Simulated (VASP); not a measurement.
Write the native input for VASP 6.6.1 that does the following.

```
Task                   : single point
Functional             : LDA
Potentials or basis    : VASP PAW LDA potentials, release 64 (Au, Al)
Cutoff                 : 520 eV
k mesh                 : 8 × 8 × 8
Occupations            : fermi-dirac, width 0.05 eV
Spin                   : no spin polarisation
Dipole correction      : no
Further INCAR settings : ALGO = Normal; EDIFF = 1e-06; NBANDS = 16
```

The structure of Al2Au lies in POSCAR:

```
Al2Au
1.0
    0.0000000000      2.9594544892      2.9594544892
    2.9594544892      0.0000000000      2.9594544892
    2.9594544892      2.9594544892      0.0000000000
Au Al
1 2
Direct
    0.0000000000      0.0000000000      0.0000000000
    0.7500000000      0.7500000000      0.7500000000
    0.2500000000      0.2500000000      0.2500000000
```

This cell differs from its parent crystal: volume scaled by 0.96.

One way to write it, as run:

INCAR

```
PREC = Accurate
ENCUT = 520
EDIFF = 1E-6
ISMEAR = -1
SIGMA = 0.05
LREAL = False
LASPH = True
NELM = 100
ALGO = Normal
ISIF = 2
LWAVE = False
LCHARG = False
NBANDS = 16
```

KPOINTS

```
Automatic mesh
0
Gamma
  8 8 8
```

Potentials or basis: VASP PAW LDA potentials, release 64 (Au, Al).

Launch:

```bash
$ cat potpaw_LDA.64/Au/POTCAR potpaw_LDA.64/Al/POTCAR > POTCAR
$ mpirun -np 1 vasp_std > vasp.out
```

It gave:

| Item | Value |
| --- | --- |
| Pressure | 2.5 GPa |

Run time: 9.9 s on 1 thread of AMD EPYC 9R45 96-Core Processor (Zen 5) (shared host), peak memory 0.13 GiB.
